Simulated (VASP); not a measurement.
# TiAl in VASP: a series of runs

Runs on TiAl. Level: PBEsol. Tasks: single point.

All numbers are computed with VASP 6.6.1; they aren't measurements. Logs are shortened: lines on timing, memory, paths and dates and some standing lists are left out, and cuts for length are marked.

### 1 The cell of the first run

The structure is orthorhombic, space group Imm2 (No. 44). Conventional cell: a = 2.848 Å, b = 9.238 Å, c = 4.932 Å, α = 90.00°, β = 90.00°, γ = 90.00°. Within 3.5 Å of Ti (site symmetry m) lie 6 Al at 2.64 to 2.96 Å and 6 Ti at 2.85 Å. Within 3.5 Å of Al (site symmetry mm2) lie 6 Ti at 2.64 to 2.96 Å and 6 Al at 2.75 to 2.95 Å. Within 3.6 Å of Al (site symmetry mm2) lie 6 Ti at 2.74 to 2.89 Å and 6 Al at 2.75 to 2.95 Å.

### 2 Single point, PBEsol (atoms displaced along a vibrational mode)

The input, INCAR:

```
  PREC = Accurate
  ENCUT = 520
  EDIFF = 1E-6
  ISMEAR = 0
  SIGMA = 0.15
  LREAL = False
  LASPH = True
  NELM = 80
  ALGO = Fast
  ISIF = 2
  LWAVE = False
  LCHARG = False
  GGA = PS
  NBANDS = 23
```

The input, KPOINTS:

```
Automatic mesh
0
Gamma
  16 16 16
```

The input, POSCAR:

```
TiAl
1.0
   -2.8475477342      0.0000000000      0.0000000000
    0.0000000000      4.9320973526      0.0000000000
    1.4237738671     -2.4660486763     -4.6191923826
Ti Al
2 2
Direct
    0.5021204890      0.5215493697      0.0042409781
   -0.0021204890      0.0173083916     -0.0042409781
    0.7500000000      0.0373082888      0.5000000000
    0.2500000000      0.5604221878      0.5000000000
```

Potentials or basis: VASP PAW PBE potentials, release 64 (Ti_sv, Al).

The run is started by

```
$ cat potpaw_PBE.64/Ti_sv/POTCAR potpaw_PBE.64/Al/POTCAR > POTCAR
$ mpirun -np 1 vasp_std > vasp.out
```

OUTCAR:

```text
PREC = Accurate
   ENCUT = 520
   EDIFF = 1E-6
   ISMEAR = 0
   LREAL = False
   LASPH = True
   NELM = 80
   ISIF = 2
   GGA = PS

 ion  position               nearest neighbor table
   1  0.502  0.522  0.004-   3 2.64   4 2.74   2 2.85   2 2.85   2 2.85   2 2.85   4 2.89   4 2.89
                             3 2.96   3 2.96
   2  0.998  0.017  0.996-   3 2.64   4 2.74   1 2.85   1 2.85   1 2.85   1 2.85   4 2.89   4 2.89
                             3 2.96   3 2.96
   3  0.750  0.037  0.500-   2 2.64   1 2.64   4 2.75   4 2.75   4 2.95   4 2.95   1 2.96   2 2.96
                             1 2.96   2 2.96
   4  0.250  0.560  0.500-   1 2.74   2 2.74   3 2.75   3 2.75   2 2.89   1 2.89   1 2.89   2 2.89
                             3 2.95   3 2.95

  LATTYP: Found a body centered orthorhombic cell.
 ALAT       =     2.8475477342
 B/A-ratio  =     1.7320508076
 C/A-ratio  =     3.2443300789

  Lattice vectors:

 A1 = (  -1.4237738671,   2.4660486763,   4.6191923826)
 A2 = (   1.4237738671,  -2.4660486763,   4.6191923826)
 A3 = (   1.4237738671,   2.4660486763,  -4.6191923826)

Analysis of symmetry for initial positions (statically):
=====================================================================
 Subroutine PRICEL returns:
 Original cell was already a primitive cell.

 Routine SETGRP: Setting up the symmetry group for a
 body centered orthorhombic supercell.

 Subroutine GETGRP returns: Found  4 space group operations
 (whereof  2 operations were pure point group operations)
 out of a pool of  8 trial point group operations.

The static configuration has the point symmetry C_1h.
 The point group associated with its full space group is C_2v.

Analysis of symmetry for dynamics (positions and initial velocities):
=====================================================================
 Subroutine PRICEL returns:
 Original cell was already a primitive cell.

 Routine SETGRP: Setting up the symmetry group for a
 body centered orthorhombic supercell.

 Subroutine GETGRP returns: Found  4 space group operations
 (whereof  2 operations were pure point group operations)
 out of a pool of  8 trial point group operations.

The dynamic configuration has the point symmetry C_1h.
 The point group associated with its full space group is C_2v.

 Subroutine INISYM returns: Found  4 space group operations
 (whereof  2 operations are pure point group operations),
 and found     1 'primitive' translations

----------------------------------------------------------------------------------------

                                     Primitive cell

  volume of cell :      64.8737

  direct lattice vectors                    reciprocal lattice vectors
    -2.847547734  0.000000000  0.000000000    -0.351179363  0.000000000 -0.108244030
     0.000000000  4.932097353  0.000000000     0.000000000  0.202753500 -0.108244030
     1.423773867 -2.466048676 -4.619192383     0.000000000  0.000000000 -0.216488061

  length of vectors
     2.847547734  4.932097353  5.426367695     0.367482945  0.229838534  0.216488061

  position of ions in fractional coordinates (direct lattice)
     0.502120489  0.521549370  0.004240978
     0.997879511  0.017308392  0.995759022
     0.750000000  0.037308289  0.500000000
     0.250000000  0.560422188  0.500000000

  ion indices of the primitive-cell ions
   primitive index   ion index
                 1           1
                 2           2
                 3           3
                 4           4

----------------------------------------------------------------------------------------

 KPOINTS: Automatic mesh

Automatic generation of k-mesh.
 Grid dimensions read from file:
 generate k-points for:   16   16   16

 Generating k-lattice:

  Cartesian coordinates                     Fractional coordinates (reciprocal lattice)
    -0.021948710  0.000000000 -0.006765252     0.062500000  0.000000000  0.000000000
     0.000000000  0.012672094 -0.006765252     0.000000000  0.062500000  0.000000000
     0.000000000  0.000000000 -0.013530504     0.000000000  0.000000000  0.062500000

  Length of vectors
     0.022967684  0.014364908  0.013530504

  Shift w.r.t. Gamma in fractional coordinates (k-lattice)
     0.000000000  0.000000000  0.000000000

 Subroutine IBZKPT returns following result:
 ===========================================

 Found    621 irreducible k-points:

 Following reciprocal coordinates:
            Coordinates               Weight
  0.000000  0.000000  0.000000      1.000000
  0.062500  0.000000  0.000000      4.000000
  0.125000  0.000000  0.000000      4.000000
  0.187500  0.000000  0.000000      4.000000
  0.250000  0.000000  0.000000      4.000000
  0.312500  0.000000  0.000000      4.000000
[... 16 lines left out ...]
 -0.187500  0.062500  0.000000      8.000000
 -0.125000  0.062500 -0.000000      8.000000
 [... further k-points ...]
   k-points           NKPTS =    621   k-points in BZ     NKDIM =    621   number of bands    NBANDS=     23
   number of dos      NEDOS =    301   number of ions     NIONS =      4
   total plane-waves  NPLWV =  38400
   dimension x,y,z NGX =    24 NGY =   40 NGZ =   40
   dimension x,y,z NGXF=    48 NGYF=   80 NGZF=   80
   ions per type =               2   2
   NGX,Y,Z   is equivalent  to a cutoff of  14.01, 13.48, 12.25 a.u.
   NGXF,Y,Z  is equivalent  to a cutoff of  28.02, 26.97, 24.51 a.u.
 SYSTEM =  unknown system
   PREC   = accura    normal or accurate (medium, high low for compatibility)
   ISTART =      0    job   : 0-new  1-cont  2-samecut
   ICHARG =      2    charge: 1-file 2-atom 10-const
   ISPIN  =      1    spin polarized calculation?
   LNONCOLLINEAR =      F non collinear calculations
   LSORBIT =      F    spin-orbit coupling
   LASPH  =      T    aspherical Exc in radial PAW
   ENCUT  =  520.0 eV  38.22 Ry    6.18 a.u.   5.29  9.17 10.09*2*pi/ulx,y,z
   NELM   =     80;   NELMIN=  2; NELMDL= -5     # of ELM steps
   EDIFF  = 0.1E-05   stopping-criterion for ELM
   LREAL  =      F    real-space projection
   EDIFFG = 0.1E-04   stopping-criterion for IOM
   NSW    =      0    number of steps for IOM
   IBRION =     -1    ionic relax: 0-MD 1-quasi-New 2-CG
   NFREE  =      0    steps in history (QN), initial steepest desc. (CG)
   ISIF   =      2    stress and relaxation
   ISYM   =      2    0-nonsym 1-usesym 2-fastsym
   POTIM  = 0.5000    time-step for ionic-motion
   TEBEG  =    0.0;   TEEND  =   0.0 temperature during run
   PSTRESS=    0.0 pullay stress
   NELECT =      30.0000    total number of electrons
   NUPDOWN=      -1.0000    fix difference up-down
   EMIN   =  10.00;   EMAX   =-10.00  energy-range for DOS
   EFERMI =   0.00;   METHOD = LEGACY
   ISMEAR =     0;   SIGMA  =   0.15  broadening in eV -4-tet -1-fermi 0-gaus
   EFERMI_NEDOS =   21; number of points for ismear=-14 and -15
   IALGO  =     68    algorithm
   IMIX   =      4    mixing-type and parameters
     AMIX     =   0.40;   BMIX     =  1.00
     AMIX_MAG =   1.60;   BMIX_MAG =  1.00
  volume/ion in A,a.u.               =      16.22       109.45
  Fermi-wavevector in a.u.,A,eV,Ry     =   1.265977  2.392349 21.806013  1.602697
  Thomas-Fermi vector in A             =   2.399202
   LORBIT       =      0    0 simple, 1 ext, 2 COOP (PROOUT), +10 PAW based schemes
   GGA     = PS    functional components
   LHFCALC =     F    Hartree Fock is set to
   AEXX    =    0.0000 exact exchange contribution
   IVDW    =     0    specifies the selected vdW correction
   LEPSILON=     F    determine dielectric tensor
   LRPA    =     F    only Hartree local field effects (RPA)
 non-spin polarized calculation
 RMM-DIIS sequential band-by-band and
 Gauss-broadening in eV      SIGMA  =   0.15
  energy-cutoff  :      520.00
  volume of cell :       64.87
 maximum number of plane-waves:      1771
 NGX is ok and might be reduce to    24
   NGX = 11   NGY = 19   NGZ = 21

 number of electron      30.0000001 magnetization

 Free energy of the ion-electron system (eV)
  ---------------------------------------------------
  ext. energy  EPLUGINS =         0.00000000
  ---------------------------------------------------
  free energy    TOTEN  =       -25.67034128 eV

  energy without entropy =      -25.61346621  energy(sigma->0) =      -25.64190375

 E-fermi :   8.0426     XC(G=0): -11.1412

 val. band max:        8.0424524509   @ k =  -0.2500   0.3125   0.1250
 cond. band min:       8.0426746457   @ k =  -0.3125   0.1875  -0.0000
 fundamental gap:      0.0002221948
 Fermi energy:         8.0426390821

 k-point     1 :       0.0000    0.0000    0.0000
  band No.  band energies     occupation
      1     -48.1802      2.00000
      2     -48.0747      2.00000
      3     -24.7771      2.00000
      4     -24.6127      2.00000
      5     -24.5114      2.00000
      6     -24.3137      2.00000
[... 15 lines left out ...]
     22      11.2072      0.00000
     23      12.0957      0.00000

 k-point     2 :       0.0625    0.0000    0.0000
  band No.  band energies     occupation
      1     -48.1772      2.00000
      2     -48.0737      2.00000
      3     -24.7694      2.00000
      4     -24.6099      2.00000
      5     -24.5104      2.00000
      6     -24.3291      2.00000
[... 15 lines left out ...]
     22      11.2539      0.00000
     23      12.1343      0.00000

 k-point     3 :       0.1250    0.0000    0.0000
  band No.  band energies     occupation
      1     -48.1686      2.00000
      2     -48.0710      2.00000
      3     -24.7470      2.00000
      4     -24.6016      2.00000
      5     -24.5077      2.00000
      6     -24.3726      2.00000
[... 15 lines left out ...]
     22      11.3140      0.00000
     23      12.2703      0.00000
[... 495 lines left out ...]
 k-point    23 :      -0.1875    0.0625    0.0000
  band No.  band energies     occupation
      1     -48.1544      2.00000
      2     -48.0682      2.00000
      3     -24.7080      2.00000
      4     -24.5878      2.00000
      5     -24.5051      2.00000
      6     -24.4338      2.00000
[... 15 lines left out ...]
     22      11.3970      0.00000
     23      12.3586      0.00000

 k-point    24 :      -0.1250    0.0625   -0.0000
  band No.  band energies     occupation
      1     -48.1676      2.00000
      2     -48.0720      2.00000
      3     -24.7422      2.00000
      4     -24.6005      2.00000
      5     -24.5088      2.00000
      6     -24.3707      2.00000
[... 15 lines left out ...]
     22      11.3570      0.00000
     23      12.1807      0.00000

 [... further k-points ...]
[... 5 lines left out ...]
  --------------------------------------------------------------------------------------
  -------------------------------------------------------------------------------------
  Total       -1.5251400      1.6981946      1.1567056      0.0000000      0.0000000      0.0000000
  in kB      -37.6661816     41.9400886     28.5670063      0.0000000      0.0000000      0.0000000
  external PRESSURE =      10.9469711 kB  Pullay stress =       0.0000000 kB

 VOLUME and BASIS-vectors are now :
 -----------------------------------------------------------------------------
  energy-cutoff  :      520.00
  volume of cell :       64.87
      direct lattice vectors                 reciprocal lattice vectors
    -2.847547734  0.000000000  0.000000000    -0.351179363  0.000000000 -0.108244030
     0.000000000  4.932097353  0.000000000     0.000000000  0.202753500 -0.108244030
     1.423773867 -2.466048676 -4.619192383     0.000000000  0.000000000 -0.216488061

 POSITION                                       TOTAL-FORCE (eV/Angst)
 -----------------------------------------------------------------------------------
     -1.42377      2.56187     -0.01959         0.000000     -0.725314      0.415078
     -1.42377     -2.37022     -4.59960         0.000000     -0.725314     -0.415078
     -1.42377     -1.04902     -2.30960         0.000000      1.343533      0.000000
      0.00000      1.53103     -2.30960         0.000000      0.107095      0.000000
 -----------------------------------------------------------------------------------
    total drift:                               -0.000000     -0.000080      0.000000

  FREE ENERGIE OF THE ION-ELECTRON SYSTEM (eV)
  ---------------------------------------------------
  free  energy   TOTEN  =       -25.6703412821 eV

  energy  without entropy=      -25.6134662133  energy(sigma->0) =      -25.64190375
```

Run time: 19 min. Hardware: 1 thread of Intel Xeon 6975P-C (Granite Rapids), shared host; peak memory 0.81 GiB.

What came out:

```yaml
Free_energy: -25.6703 eV
Pressure: 1.1 GPa
Largest_force: 1.344 eV/Å
Band_gap_on_the_k_mesh: zero (bands 15 and 16 overlap by 0.77 eV)
```

Forces on the atoms (eV/Å):
```
Ti   0.000 -0.725  0.415
Ti   0.000 -0.725 -0.415
Al   0.000  1.344  0.000
Al   0.000  0.107  0.000
```

Stress tensor (GPa, compression positive):
```
-3.77  0.00  0.00
 0.00  4.19  0.00
 0.00  0.00  2.86
```

Caveat: the cell differs from its parent crystal (atoms displaced along a vibrational mode); the PAW data sets were made with another functional, which shifts forces and pressure a little.

### 3 Single point, PBEsol (atoms displaced along a vibrational mode)

The input, INCAR:

```
PREC = Accurate
ENCUT = 520
EDIFF = 1E-6
ISMEAR = 0
SIGMA = 0.15
LREAL = False
LASPH = True
NELM = 100
ALGO = Fast
ISIF = 2
LWAVE = False
LCHARG = True
GGA = PS
LELF = True
LVHAR = True
NBANDS = 23
```

KPOINTS is that of step 2.

The input, POSCAR:

```
TiAl
1.0
   -2.8475477342      0.0000000000      0.0000000000
    0.0000000000      4.9320973526      0.0000000000
    1.4237738671     -2.4660486763     -4.6191923826
Ti Al
2 2
Direct
    0.5000000000      0.5194288806      0.0000000000
    0.0000000000      0.0194288806      0.0000000000
    0.7500000000      0.0488652383      0.5000000000
    0.2500000000      0.5488652383      0.5000000000
```

Potentials or basis: VASP PAW PBE potentials, release 64 (Ti_sv, Al).

The run is started by

```
$ cat potpaw_PBE.64/Ti_sv/POTCAR potpaw_PBE.64/Al/POTCAR > POTCAR
$ mpirun -np 1 vasp_std > vasp.out
```

It took 43 min on 1 thread of Intel Xeon Platinum 8259CL at 2.50GHz (Skylake/Cascade Lake), shared host; peak memory 0.82 GiB.

It converged, with:

```yaml
Free_energy: -25.7135 eV
Pressure: 0.8 GPa
Largest_force: 0.716 eV/Å
Band_gap_on_the_k_mesh: zero (bands 15 and 16 overlap by 0.85 eV)
```

Forces on the atoms (eV/Å):
```
Ti   0.000 -0.716  0.000
Ti   0.000 -0.716  0.000
Al   0.000  0.716  0.000
Al   0.000  0.716  0.000
```

Stress tensor (GPa, compression positive):
```
-3.91  0.00  0.00
 0.00  3.79  0.00
 0.00  0.00  2.55
```

Levels at points of the mesh, in eV from the Fermi level:
```tsv
k point	band 13	band 14	band 15	band 16	band 17	band 18
(0.00, 0.00, 0.00)	-1.78	-1.72	0.40	0.94	1.30	1.33
(0.50, 0.00, 0.00)	-0.79	-0.79	-0.11	-0.11	0.41	0.41
(0.00, 0.50, 0.00)	-0.43	-0.43	0.39	0.39	1.92	1.92
(0.50, 0.50, 0.00)	-1.92	-1.50	-1.01	0.62	0.97	1.92
(0.00, 0.00, 0.50)	-1.71	-1.04	-0.45	1.31	1.35	2.18
```

Caveat: the cell differs from its parent crystal (atoms displaced along a vibrational mode); the PAW data sets were made with another functional, which shifts forces and pressure a little.

### 4 Single point, PBEsol (atoms displaced along a vibrational mode)

The input, INCAR:

```
SYSTEM = TiAl
ALGO = Fast ; EDIFF = 1E-7
ENCUT = 520 ; GGA = PS
ISIF = 2 ; ISMEAR = 0
LASPH = .True. ; LCHARG = .False.
LREAL = .False. ; LWAVE = .False.
NBANDS = 23 ; NELM = 100
PREC = Accurate ; SIGMA = 0.15
```

The input, KPOINTS:

```
k-points
0
Gamma
  16 16 16
  0 0 0
```

The input, POSCAR:

```
TiAl
1.0
   -2.8475477342      0.0000000000      0.0000000000
    0.0000000000      4.9320973526      0.0000000000
    1.4237738671     -2.4660486763     -4.6191923826
Ti Al
2 2
Direct
    0.5042409781      0.4848120974      0.0084819561
   -0.0042409781     -0.0236698587     -0.0084819561
    0.7500000000      0.0946875293      0.5000000000
    0.2500000000      0.6409153273      0.5000000000
```

The run is started by

```
$ cat potpaw_PBE.64/Ti_sv/POTCAR potpaw_PBE.64/Al/POTCAR > POTCAR
$ mpirun -np 1 vasp_std > vasp.out
```

It took 32 min on 1 thread of Intel Xeon 6975P-C (Granite Rapids), shared host; peak memory 0.82 GiB.

It converged, with:

```
Free energy            : -25.6404 eV
Pressure               : 1.5 GPa
Largest force          : 1.375 eV/Å
Band gap on the k mesh : zero (bands 15 and 16 overlap by 1.15 eV)
```

Forces on the atoms (eV/Å):
```
Ti   0.000  0.329  0.600
Ti   0.000  0.329 -0.600
Al   0.000  0.716  0.000
Al   0.000 -1.375  0.000
```

Stress tensor (GPa, compression positive):
```
 5.44  0.00  0.00
 0.00 -2.81  0.00
 0.00  0.00  1.98
```

Levels at points of the mesh, in eV from the Fermi level:
```
           k point  band 12  band 13  band 14  band 15  band 16  band 17  band 18  band 19
(0.00, 0.00, 0.00)    -2.08    -2.07    -1.79     0.72     1.00     1.28     1.32     1.86
(0.50, 0.00, 0.00)    -1.37    -0.87    -0.69    -0.39     0.01     0.43     0.68     2.31
(0.00, 0.50, 0.00)    -2.67    -0.48    -0.23     0.37     0.46     1.86     2.09     2.29
(0.50, 0.50, 0.00)    -2.31    -1.83    -1.65    -1.00     0.46     0.90     1.92     2.14
(0.00, 0.00, 0.50)    -2.88    -1.41    -1.02    -0.46     1.29     1.34     2.07     2.67
```

Caveat: the cell differs from its parent crystal (atoms displaced along a vibrational mode); the PAW data sets were made with another functional, which shifts forces and pressure a little.

### 5 The runs side by side

```tsv
cell	further INCAR settings	gap on the mesh (eV)	pressure (GPa)	largest force (eV/Å)
as given, atomic positions A	ALGO = Fast; EDIFF = 1e-06; NBANDS = 23	none	1.1	1.34
as given, atomic positions B	ALGO = Fast; EDIFF = 1e-06; NBANDS = 23	none	0.8	0.72
as given, atomic positions C	ALGO = Fast; EDIFF = 1e-07; NBANDS = 23	none	1.5	1.37
```

Alike in all rows: task single point; level PBEsol; potentials or basis VASP PAW PBE potentials, release 64 (Ti_sv, Al); no spin polarisation; k mesh 16 × 16 × 16; cutoff (eV) 520; smearing gaussian 0.15 eV.

Caveats: the PAW data sets were made with another functional, which shifts forces and pressure a little.

Total energies depend on the potentials used, so only differences within one code and one set of settings carry meaning.
